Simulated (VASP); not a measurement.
Write the native input for VASP 6.6.1 that does the following.

```yaml
Task: relaxation of cell and atoms
Functional: PBE
Potentials_or_basis: VASP PAW PBE potentials, release 64 (Sc_sv, B, P)
Cutoff: 600 eV
k_mesh: 5 × 5 × 2
Occupations: gaussian, width 0.2 eV
Spin: no spin polarisation
Dipole_correction: no
Further_INCAR_settings: ALGO = Normal; EDIFF = 1e-06; IBRION = 2; EDIFFG = -0.08; NSW = 36; ISIF = 3
```

The structure of Sc4BP3 lies in POSCAR:

```
Sc4BP3
1.0
    3.6300000000      0.0000000000      0.0000000000
    0.0000000000      3.6300000000      0.0000000000
    0.0000000000      0.0000000000     10.2600000000
Sc B P
4 1 3
Direct
    0.0000000000      0.0000000000      0.7500000000
    0.0000000000      0.0000000000      0.2500000000
    0.5000000000      0.5000000000      0.0000000000
    0.5000000000      0.5000000000      0.5000000000
    0.0000000000      0.0000000000      0.0000000000
    0.0000000000      0.0000000000      0.5000000000
    0.5000000000      0.5000000000      0.7500000000
    0.5000000000      0.5000000000      0.2500000000
```

These files were run (other wordings do the same):

INCAR

```
SYSTEM = Sc4BP3
  ALGO = Normal
  EDIFF = 1E-6
  EDIFFG = -0.08
  ENCUT = 600
  GGA = PE
  IBRION = 2
  ISIF = 3
  ISMEAR = 0
  LASPH = .TRUE.
  LCHARG = .FALSE.
  LREAL = .FALSE.
  LWAVE = .FALSE.
  NELM = 80
  NSW = 36
  PREC = Accurate
  SIGMA = 0.2
```

KPOINTS

```
k-points
0
G
  5 5 2
  0 0 0
```

Potentials or basis: VASP PAW PBE potentials, release 64 (Sc_sv, B, P).

The run is started by

```bash
$ cat potpaw_PBE.64/Sc_sv/POTCAR potpaw_PBE.64/B/POTCAR potpaw_PBE.64/P/POTCAR > POTCAR
$ mpirun -np 1 vasp_std > vasp.out
```

It gave:

```yaml
Relaxed_volume: 17.90 Å³/atom
Relaxed_cell: a = 3.708 Å, b = 3.708 Å, c = 10.414 Å, α = 90.00°, β = 90.00°, γ = 90.00°
Space_group_after_relaxing_to_0.05_Å: P4/mmm (No. 123)
Energy_gained_by_relaxing: 24.9 meV/atom
Ionic_steps: 5
Pressure_after_relaxing: 0.1 GPa
Largest_force_after_relaxing: 0.029 eV/Å
Band_gap_on_the_k_mesh: zero (band 31 reaches 5.33 eV, above the bottom of band 32 at 4.64 eV)
```

Caveat: the relaxation stopped at a loose force limit of 0.08 eV/Å, so its end isn't a converged minimum.

Run time: 5.8 min on 1 thread of Intel(R) Xeon(R) Platinum 8259CL CPU @ 2.50GHz (Skylake/Cascade Lake), with other jobs on the host, peak memory 0.3 GiB.
